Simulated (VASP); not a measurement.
# K: relaxation of cell and atoms with PBE

K:

```
K
1.0
    -2.34558    2.34558    2.34558
     2.34558   -2.34558    2.34558
     2.34558    2.34558   -2.34558
K
1
Direct
  0.00000 0.00000 0.00000
```

| Item | Value |
| --- | --- |
| Program | VASP 6.6.1 |
| Task | relaxation of cell and atoms |
| Functional | PBE |
| Potentials or basis | VASP PAW PBE potentials, release 64 (K_sv) |
| Cutoff | 600 eV |
| k mesh | 12 × 12 × 12 |
| Occupations | fermi-dirac, width 0.05 eV |
| Spin | no spin polarisation |
| Target pressure | 2.5 GPa |
| Dipole correction | no |
| Further INCAR settings | ALGO = Normal; EDIFF = 1e-06; IBRION = 2; EDIFFG = -0.005; NSW = 32; ISIF = 3 |

* Pressure after relaxing: 2.5 GPa

Final structure:
```yaml
crystal:
  lattice:
    - [-2.34558, 2.34558, 2.34558]
    - [2.34558, -2.34558, 2.34558]
    - [2.34558, 2.34558, -2.34558]
  atoms:
    - { symbol: K, position: [0.00000, 0.00000, 0.00000] }
```

Levels at points of the mesh, in eV from the Fermi level:
| k point | band 2 | band 3 | band 4 | band 5 | band 6 | band 7 |
| --- | --- | --- | --- | --- | --- | --- |
| (0.00, 0.00, 0.00) | -15.41 | -15.41 | -15.41 | -2.70 | 4.58 | 4.58 |
| (0.50, 0.00, 0.00) | -15.63 | -15.48 | -15.41 | 0.36 | 0.96 | 3.19 |
| (0.50, 0.50, 0.50) | -15.56 | -15.56 | -15.56 | 1.37 | 1.37 | 4.60 |

Wall time 17 s on 1 thread of Intel Xeon 6975P-C (shared host), peak memory 0.19 GiB.

Caveat: the relaxation stopped at its first step, so nothing moved; the cell is relaxed towards a set pressure, so the enthalpy falls and the energy may rise.
